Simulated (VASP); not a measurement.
Set up this calculation in VASP 6.6.1, as the native input.

- Task: single point
- Functional: pbe exchange, lyp correlation
- Potentials or basis: VASP PAW PBE potentials, release 64 (As, Ga_d)
- Cutoff: 500 eV
- k mesh: 8 × 8 × 8
- Occupations: methfessel-paxton, width 0.1 eV
- Spin: no spin polarisation
- Dipole correction: no
- Further INCAR settings: ALGO = Normal; EDIFF = 1e-06; NBANDS = 16

The structure of GaAs lies in POSCAR:

```
GaAs
1.0
    0.0000000000      2.8640496607      2.8640496607
    2.8640496607      0.0000000000      2.8640496607
    2.8640496607      2.8640496607      0.0000000000
As Ga
1 1
Direct
    0.7500000000      0.7500000000      0.7500000000
    0.0000000000      0.0000000000      0.0000000000
```

The input as run:

INCAR

```
PREC = Accurate
ENCUT = 500
EDIFF = 1E-6
ISMEAR = 1
SIGMA = 0.1
LREAL = F
LASPH = T
NELM = 120
ALGO = Normal
ISIF = 2
LWAVE = F
LCHARG = F
GGA = LIBXC
LIBXC1 = GGA_X_PBE
LIBXC2 = GGA_C_LYP
NBANDS = 16
GGA_COMPAT = F
```

KPOINTS

```
regular mesh
0
Gamma
  8 8 8
```

Potentials or basis: VASP PAW PBE potentials, release 64 (As, Ga_d).

The run is started by

```bash
$ cat potpaw_PBE.64/As/POTCAR potpaw_PBE.64/Ga_d/POTCAR > POTCAR
$ mpirun -np 1 vasp_std > vasp.out
```

It gave:

The pressure is 4.4 GPa and the band gap on the k mesh is 0.08 eV.

Caveat: the cell stands under pressure; the PAW data sets were made with another functional, which shifts forces and pressure a little.

Run time: 9 s on 1 thread of Intel(R) Xeon(R) 6975P-C (Granite Rapids), with other jobs on the host, peak memory 0.17 GiB.
